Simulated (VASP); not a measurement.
Wanted: the native input for a VASP 6.6.1 run.

- Task: single point
- Functional: PBE
- Potentials or basis: VASP PAW PBE potentials, release 64 (Sc_sv, Al)
- Cutoff: 520 eV
- k mesh: 6 × 6 × 4
- Occupations: gaussian, width 0.1 eV
- Spin: collinear spin
- Starting moments: [1.0, 1.0, 1.0, 1.0, 1.0, 0.0] μB
- Dipole correction: no
- Further INCAR settings: ALGO = Normal; EDIFF = 1e-07; NBANDS = 42

The structure of Sc5Al lies in POSCAR:

```
Sc5Al
1.0
    5.5671205460      0.0000000000      0.0000000000
   -2.7835602730      4.8212678187      0.0000000000
    0.0000000000      0.0000000000      5.0852613305
Sc Al
5 1
Direct
    0.0000000000      0.6854959616      0.0000000000
    0.6854959616      0.0000000000      0.0000000000
    0.3145040384      0.3145040384      0.0000000000
    0.3333333333      0.6666666667      0.5000000000
    0.6666666667      0.3333333333      0.5000000000
    0.0000000000      0.0000000000      0.5000000000
```

These files were run (other wordings do the same):

INCAR

```
SYSTEM = Sc5Al
ALGO = Normal
EDIFF = 1E-7
ENCUT = 520
GGA = PE
ISIF = 2
ISMEAR = 0
ISPIN = 2
LASPH = .TRUE.
LCHARG = .TRUE.
LELF = .TRUE.
LMAXMIX = 4
LORBIT = 11
LREAL = .FALSE.
LVHAR = .TRUE.
LWAVE = .FALSE.
MAGMOM = 1 1 1 1 1 0
NBANDS = 42
NELM = 150
PREC = Accurate
SIGMA = 0.1
```

KPOINTS

```
k-points
0
G
  6 6 4
  0 0 0
```

Potentials or basis: VASP PAW PBE potentials, release 64 (Sc_sv, Al).

The run is started by

```bash
$ cat potpaw_PBE.64/Sc_sv/POTCAR potpaw_PBE.64/Al/POTCAR > POTCAR
$ mpirun -np 1 vasp_std > vasp.out
```

Results of the run:

```yaml
Pressure: 0.3 GPa
Largest_force: 0.030 eV/Å
Net_moment: 0.19 μB per cell
Site_moments: Sc +0.02; Al -0.00 μB
Valence_electrons_inside_the_program's_atomic_spheres: Sc 9.42, 9.40 (each value once); Al 0.77
```

Wall time 6.2 min on 1 thread of AMD EPYC 7R13 Processor (Zen 3), on a shared host, peak memory 0.37 GiB.
